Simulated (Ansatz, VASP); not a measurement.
BeTe in VASP and in Ansatz

Contents of INCAR:

```
PREC = Accurate ; ENCUT = 600
EDIFF = 1E-7 ; ISMEAR = 1
SIGMA = 0.1 ; LREAL = F
LASPH = T ; NELM = 120
ALGO = Normal ; ISIF = 3
LWAVE = F ; LCHARG = F
IBRION = 2 ; NSW = 80
EDIFFG = -0.01 ; GGA_COMPAT = F
NELMIN = 4
```

Contents of KPOINTS:

```
Automatic mesh
0
Gamma
  6 6 6
```

File POSCAR:

```
BeTe
1.0
    0.0000000000      2.7700000000      2.7700000000
    2.7700000000      0.0000000000      2.7700000000
    2.7700000000      2.7700000000      0.0000000000
Be Te
1 1
Direct
    0.0000000000      0.0000000000      0.0000000000
    0.2500000000      0.2500000000      0.2500000000
```

Input for Ansatz:

```yaml
crystal:
  lattice:
    - [0.0, 2.77, 2.77]
    - [2.77, 0.0, 2.77]
    - [2.77, 2.77, 0.0]
  atoms:
    - { symbol: Be, position: [0.0, 0.0, 0.0] }
    - { symbol: Te, position: [0.25, 0.25, 0.25] }
basis:
  ecutwfc: 450.0
kpoints:
  mp_grid:
    grid: [6, 6, 6]
hamiltonian:
  xc: lda
  dispersion: none
scf:
  occupations:
    method: cold
relax:
  cell: {}
```

Alike in both runs: task relaxation of cell and atoms; functional LDA; k mesh 6 × 6 × 6; no spin polarisation.

```csv
,VASP,Ansatz
version,VASP 6.6.1,Ansatz 0.2.0
potentials or method,"VASP PAW LDA potentials, release 64 (Be, Te), cutoff 600 eV","plane waves, PAW"
occupations,"methfessel-paxton of order 1, width 0.1 eV",cold
valence electrons in the cell,8,18
```

VASP gave:

```
relaxed volume (Å³/atom)                                     : 21.53
relaxed cell length with the largest relative difference (Å) : 3.934
```

**Question.** What did Ansatz give for the same quantities?

**Answer.** Relaxed volume (Å³/atom): 21.44; relaxed cell length with the largest relative difference (Å): 3.929.

LDA's correlation is that of Perdew and Zunger in VASP and of Perdew and Wang (1992) in Ansatz. VASP's potentials hold 8 valence electrons a cell and Ansatz's 18, so a difference there can come from the potentials and not from the codes.

Spin-orbit coupling is off throughout.
